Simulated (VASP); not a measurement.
# CdSe (F-43m) in VASP: single point with r2SCAN

Aim: the single point of CdSe with r2SCAN.

All numbers are computed with VASP 6.6.1; they aren't measurements. Logs are shortened: lines on timing, memory, paths and dates and some standing lists are left out, and cuts for length are marked.

## (1) The cell of the first run

The structure is cubic, space group F-43m (No. 216). The conventional cell has a = 6.197 Å, b = 6.197 Å, c = 6.197 Å, α = 90.00°, β = 90.00°, γ = 90.00°. Cd (site symmetry -43m) has 4 Se at 2.68 Å within 3.5 Å. Se (site symmetry -43m) has 4 Cd at 2.68 Å within 3.5 Å.

## (2) Single point, r2SCAN

File POSCAR:

```
CdSe
1.0
    0.0000000000      3.0984146279      3.0984146279
    3.0984146279      0.0000000000      3.0984146279
    3.0984146279      3.0984146279      0.0000000000
Cd Se
1 1
Direct
    0.0000000000      0.0000000000      0.0000000000
    0.2500000000      0.2500000000      0.2500000000
```

File INCAR.step1:

```
PREC = Accurate
ENCUT = 520
ISMEAR = 0
SIGMA = 0.02
LREAL = False
LASPH = True
NELM = 80
NBANDS = 16
GGA = PE
ALGO = Normal
EDIFF = 1E-4
LWAVE = True
LCHARG = False
```

File INCAR.step2:

```
PREC = Accurate
ENCUT = 520
EDIFF = 1E-7
ISMEAR = 0
SIGMA = 0.02
LREAL = False
LASPH = True
NELM = 80
ALGO = Normal
ISIF = 2
LWAVE = False
LCHARG = False
METAGGA = R2SCAN
LMIXTAU = True
NBANDS = 16
ISTART = 1
```

File KPOINTS:

```
regular mesh
0
Gamma
  10 10 10
```

Potentials or basis: VASP PAW PBE potentials, release 64 (Cd, Se).

The run is started by

```console
> cat potpaw_PBE.64/Cd/POTCAR potpaw_PBE.64/Se/POTCAR > POTCAR
> cp INCAR.step1 INCAR
> mpirun -np 1 vasp_std > vasp.out
> cp INCAR.step2 INCAR
> mpirun -np 1 vasp_std > vasp.out
```

OUTCAR:

```text
PREC = Accurate
   ENCUT = 520
   EDIFF = 1E-7
   ISMEAR = 0
   LREAL = False
   LASPH = True
   NELM = 80
   ISIF = 2
   METAGGA = R2SCAN
   ISTART = 1

 ion  position               nearest neighbor table
   1  0.000  0.000  0.000-   2 2.68   2 2.68   2 2.68   2 2.68
   2  0.250  0.250  0.250-   1 2.68   1 2.68   1 2.68   1 2.68

  LATTYP: Found a face centered cubic cell.
 ALAT       =     6.1968292558

  Lattice vectors:

 A1 = (   0.0000000000,   3.0984146279,   3.0984146279)
 A2 = (   3.0984146279,   0.0000000000,   3.0984146279)
 A3 = (   3.0984146279,   3.0984146279,   0.0000000000)

Analysis of symmetry for initial positions (statically):
=====================================================================
 Subroutine PRICEL returns:
 Original cell was already a primitive cell.

 Routine SETGRP: Setting up the symmetry group for a
 face centered cubic supercell.

 Subroutine GETGRP returns: Found 24 space group operations
 (whereof 24 operations were pure point group operations)
 out of a pool of 48 trial point group operations.

The static configuration has the point symmetry T_d .

Analysis of symmetry for dynamics (positions and initial velocities):
=====================================================================
 Subroutine PRICEL returns:
 Original cell was already a primitive cell.

 Routine SETGRP: Setting up the symmetry group for a
 face centered cubic supercell.

 Subroutine GETGRP returns: Found 24 space group operations
 (whereof 24 operations were pure point group operations)
 out of a pool of 48 trial point group operations.

The dynamic configuration has the point symmetry T_d .

 Subroutine INISYM returns: Found 24 space group operations
 (whereof 24 operations are pure point group operations),
 and found     1 'primitive' translations

----------------------------------------------------------------------------------------

                                     Primitive cell

  volume of cell :      59.4906

  direct lattice vectors                    reciprocal lattice vectors
     0.000000000  3.098414628  3.098414628    -0.161372850  0.161372850  0.161372850
     3.098414628  0.000000000  3.098414628     0.161372850 -0.161372850  0.161372850
     3.098414628  3.098414628  0.000000000     0.161372850  0.161372850 -0.161372850

  length of vectors
     4.381819989  4.381819989  4.381819989     0.279505976  0.279505976  0.279505976

  position of ions in fractional coordinates (direct lattice)
     0.000000000  0.000000000  0.000000000
     0.250000000  0.250000000  0.250000000

  ion indices of the primitive-cell ions
   primitive index   ion index
                 1           1
                 2           2

----------------------------------------------------------------------------------------

 KPOINTS: regular mesh

Automatic generation of k-mesh.
 Grid dimensions read from file:
 generate k-points for:   10   10   10

 Generating k-lattice:

  Cartesian coordinates                     Fractional coordinates (reciprocal lattice)
    -0.016137285  0.016137285  0.016137285     0.100000000  0.000000000  0.000000000
     0.016137285 -0.016137285  0.016137285     0.000000000  0.100000000  0.000000000
     0.016137285  0.016137285 -0.016137285     0.000000000  0.000000000  0.100000000

  Length of vectors
     0.027950598  0.027950598  0.027950598

  Shift w.r.t. Gamma in fractional coordinates (k-lattice)
     0.000000000  0.000000000  0.000000000

 Subroutine IBZKPT returns following result:
 ===========================================

 Found     47 irreducible k-points:

 Following reciprocal coordinates:
            Coordinates               Weight
  0.000000  0.000000  0.000000      1.000000
  0.100000  0.000000  0.000000      8.000000
  0.200000  0.000000  0.000000      8.000000
  0.300000  0.000000  0.000000      8.000000
  0.400000  0.000000  0.000000      8.000000
  0.500000  0.000000  0.000000      4.000000
[... 16 lines left out ...]
  0.300000  0.300000  0.000000      6.000000
  0.400000  0.300000  0.000000     24.000000
 [... further k-points ...]
   k-points           NKPTS =     47   k-points in BZ     NKDIM =     47   number of bands    NBANDS=     16
   number of dos      NEDOS =    301   number of ions     NIONS =      2
   total plane-waves  NPLWV =  46656
   dimension x,y,z NGX =    36 NGY =   36 NGZ =   36
   dimension x,y,z NGXF=    72 NGYF=   72 NGZF=   72
   ions per type =               1   1
   NGX,Y,Z   is equivalent  to a cutoff of  13.66, 13.66, 13.66 a.u.
   NGXF,Y,Z  is equivalent  to a cutoff of  27.32, 27.32, 27.32 a.u.
 SYSTEM =  unknown system
   PREC   = accura    normal or accurate (medium, high low for compatibility)
   ISTART =      1    job   : 0-new  1-cont  2-samecut
   ICHARG =      0    charge: 1-file 2-atom 10-const
   ISPIN  =      1    spin polarized calculation?
   LNONCOLLINEAR =      F non collinear calculations
   LSORBIT =      F    spin-orbit coupling
   LASPH  =      T    aspherical Exc in radial PAW
   ENCUT  =  520.0 eV  38.22 Ry    6.18 a.u.   8.15  8.15  8.15*2*pi/ulx,y,z
   NELM   =     80;   NELMIN=  2; NELMDL=  0     # of ELM steps
   EDIFF  = 0.1E-06   stopping-criterion for ELM
   LREAL  =      F    real-space projection
   EDIFFG = 0.1E-05   stopping-criterion for IOM
   NSW    =      0    number of steps for IOM
   IBRION =     -1    ionic relax: 0-MD 1-quasi-New 2-CG
   NFREE  =      0    steps in history (QN), initial steepest desc. (CG)
   ISIF   =      2    stress and relaxation
   ISYM   =      2    0-nonsym 1-usesym 2-fastsym
   POTIM  = 0.5000    time-step for ionic-motion
   TEBEG  =    0.0;   TEEND  =   0.0 temperature during run
   PSTRESS=    0.0 pullay stress
   NELECT =      18.0000    total number of electrons
   NUPDOWN=      -1.0000    fix difference up-down
   EMIN   =  10.00;   EMAX   =-10.00  energy-range for DOS
   EFERMI =   0.00;   METHOD = LEGACY
   ISMEAR =     0;   SIGMA  =   0.02  broadening in eV -4-tet -1-fermi 0-gaus
   EFERMI_NEDOS =   21; number of points for ismear=-14 and -15
   IALGO  =     38    algorithm
   IMIX   =      4    mixing-type and parameters
     AMIX     =   0.40;   BMIX     =  1.00
     AMIX_MAG =   1.60;   BMIX_MAG =  1.00
  volume/ion in A,a.u.               =      29.75       200.73
  Fermi-wavevector in a.u.,A,eV,Ry     =   1.099047  2.076897 16.434526  1.207904
  Thomas-Fermi vector in A             =   2.235435
   LORBIT       =      0    0 simple, 1 ext, 2 COOP (PROOUT), +10 PAW based schemes
   METAGGA = R2SCAN    functional components
   LHFCALC =     F    Hartree Fock is set to
   AEXX    =    0.0000 exact exchange contribution
   IVDW    =     0    specifies the selected vdW correction
   LEPSILON=     F    determine dielectric tensor
   LRPA    =     F    only Hartree local field effects (RPA)
 non-spin polarized calculation
 Gauss-broadening in eV      SIGMA  =   0.02
  energy-cutoff  :      520.00
  volume of cell :       59.49
 maximum number of plane-waves:      1639
 NGX is ok and might be reduce to    36
   NGX = 17   NGY = 17   NGZ = 17

 number of electron      18.0000000 magnetization

 Free energy of the ion-electron system (eV)
  ---------------------------------------------------
  ext. energy  EPLUGINS =         0.00000000
  ---------------------------------------------------
  free energy    TOTEN  =       -35.91013001 eV

  energy without entropy =      -35.91013001  energy(sigma->0) =      -35.91013001

 E-fermi :   0.3441     XC(G=0):  -9.1624

 val. band max:        0.2129879502   @ k =   0.0000   0.0000   0.0000
 cond. band min:       1.1727417415   @ k =   0.0000   0.0000   0.0000
 fundamental gap:      0.9597537913
 Fermi energy:         0.3440663218

 k-point     1 :       0.0000    0.0000    0.0000
  band No.  band energies     occupation
      1     -12.4977      2.00000
      2      -7.7841      2.00000
      3      -7.7841      2.00000
      4      -7.7841      2.00000
      5      -7.4436      2.00000
      6      -7.4436      2.00000
[... 8 lines left out ...]
     15      11.7338      0.00000
     16      11.7338      0.00000

 k-point     2 :       0.1000    0.0000    0.0000
  band No.  band energies     occupation
      1     -12.4664      2.00000
      2      -7.7740      2.00000
      3      -7.7740      2.00000
      4      -7.7534      2.00000
      5      -7.4441      2.00000
      6      -7.4441      2.00000
[... 8 lines left out ...]
     15      11.1275      0.00000
     16      11.1275      0.00000

 k-point     3 :       0.2000    0.0000    0.0000
  band No.  band energies     occupation
      1     -12.3839      2.00000
      2      -7.7489      2.00000
      3      -7.7489      2.00000
      4      -7.6553      2.00000
      5      -7.4434      2.00000
      6      -7.4434      2.00000
[... 8 lines left out ...]
     15      10.6889      0.00000
     16      10.9345      0.00000

 k-point     4 :       0.3000    0.0000    0.0000
  band No.  band energies     occupation
      1     -12.2811      2.00000
      2      -7.7217      2.00000
      3      -7.7217      2.00000
      4      -7.4850      2.00000
      5      -7.4377      2.00000
      6      -7.4377      2.00000
[... 8 lines left out ...]
     15      10.9611      0.00000
     16      10.9611      0.00000
[... 324 lines left out ...]
 k-point    22 :      -0.2000    0.2000    0.0000
  band No.  band energies     occupation
      1     -12.2464      2.00000
      2      -7.7071      2.00000
      3      -7.6915      2.00000
      4      -7.4874      2.00000
      5      -7.4549      2.00000
      6      -7.3875      2.00000
[... 8 lines left out ...]
     15      11.9091      0.00000
     16      12.9702      0.00000

 k-point    23 :       0.3000    0.3000    0.0000
  band No.  band energies     occupation
      1     -12.2111      2.00000
      2      -7.6391      2.00000
      3      -7.6391      2.00000
      4      -7.5883      2.00000
      5      -7.4102      2.00000
      6      -7.3965      2.00000
[... 8 lines left out ...]
     15      12.4968      0.00000
     16      14.3308      0.00000

 k-point    24 :       0.4000    0.3000    0.0000
  band No.  band energies     occupation
      1     -12.1459      2.00000
      2      -7.6282      2.00000
      3      -7.6102      2.00000
      4      -7.5538      2.00000
      5      -7.4050      2.00000
      6      -7.2854      2.00000
[... 8 lines left out ...]
     15      12.9081      0.00000
     16      14.1898      0.00000

 [... further k-points ...]

------------------------ aborting loop because EDIFF is reached ----------------------------------------

  FORCE on cell =-STRESS in cart. coord.  units (eV):
  Direction    XX          YY          ZZ          XY          YZ          ZX
  --------------------------------------------------------------------------------------
  -------------------------------------------------------------------------------------
  Total       -0.4720830     -0.4720830     -0.4720830      0.0000000      0.0000000     -0.0000000
  in kB      -12.7139446    -12.7139446    -12.7139446      0.0000000      0.0000000     -0.0000000
  external PRESSURE =     -12.7139446 kB  Pullay stress =       0.0000000 kB

 VOLUME and BASIS-vectors are now :
 -----------------------------------------------------------------------------
  energy-cutoff  :      520.00
  volume of cell :       59.49
      direct lattice vectors                 reciprocal lattice vectors
     0.000000000  3.098414628  3.098414628    -0.161372850  0.161372850  0.161372850
     3.098414628  0.000000000  3.098414628     0.161372850 -0.161372850  0.161372850
     3.098414628  3.098414628  0.000000000     0.161372850  0.161372850 -0.161372850

 POSITION                                       TOTAL-FORCE (eV/Angst)
 -----------------------------------------------------------------------------------
      0.00000      0.00000      0.00000        -0.000000     -0.000000     -0.000000
      1.54921      1.54921      1.54921         0.000000      0.000000      0.000000
 -----------------------------------------------------------------------------------
    total drift:                               -0.000000     -0.000000     -0.000000

  FREE ENERGIE OF THE ION-ELECTRON SYSTEM (eV)
  ---------------------------------------------------
  free  energy   TOTEN  =       -35.9101300081 eV

  energy  without entropy=      -35.9101300081  energy(sigma->0) =      -35.91013001
```

It took 8.4 min on 1 thread of AMD EPYC 7R13, shared host; peak memory 0.21 GiB.

Results:

| Property | Result |
| --- | --- |
| Free energy | -35.9101 eV |
| Pressure | -1.3 GPa |
| Band gap on the k mesh | 0.96 eV, direct |

Caveat: the PAW data sets were made with another functional, which shifts forces and pressure a little. r2SCAN opens gaps a little over a GGA but as a rule still falls short of measured ones.
